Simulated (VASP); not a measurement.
A run of VASP 6.6.1 is set up as follows.

File INCAR:

```
ALGO = Normal
EDIFF = 1E-7
ENCUT = 520
GGA = PE
ISIF = 2
ISMEAR = 0
ISPIN = 2
LASPH = T
LCHARG = F
LMAXMIX = 6
LORBIT = 11
LREAL = F
LWAVE = F
MAGMOM = 7.5 7.5 0.35 0.35 0 0
NBANDS = 47
NELM = 150
PREC = Accurate
SIGMA = 0.1
```

Contents of KPOINTS:

```
k-points
0
Gamma
  6 6 2
```

File POSCAR:

```
GdIrF
1.0
    3.6488650511      0.0000000000      0.0000000000
    0.0000000000      3.6488650511      0.0000000000
    0.0000000000      0.0000000000      7.7520983443
Gd Ir F
2 2 2
Direct
    0.0000000000      0.5000000000      0.2098204863
    0.5000000000      0.0000000000      0.7901795137
    0.0000000000      0.5000000000      0.5605952151
    0.5000000000      0.0000000000      0.4394047849
    0.0000000000      0.0000000000      0.0000000000
    0.5000000000      0.5000000000      0.0000000000
```

Potentials or basis: VASP PAW PBE potentials, release 64 (Gd, Ir, F).

Launch:

```bash
$ cat potpaw_PBE.64/Gd/POTCAR potpaw_PBE.64/Ir/POTCAR potpaw_PBE.64/F/POTCAR > POTCAR
$ mpirun -np 1 vasp_std > vasp.out
```

Problem. Estimate the pressure.

Solution. 0.1 GPa.

Problem. Predict the site moments.

Solution. Gd +6.77; Ir +0.20; F +0.00 μB.

Forces in eV/Å, atoms in the order of the input:
```
Gd   0.000  0.000 -0.027
Gd   0.000  0.000  0.027
Ir   0.000  0.000  0.059
Ir   0.000  0.000 -0.059
F    0.000  0.000  0.000
F    0.000  0.000  0.000
```

Caveat: the k points lie up to 0.41 Å⁻¹ apart. The state reached can hang on the start; a lower one may exist.
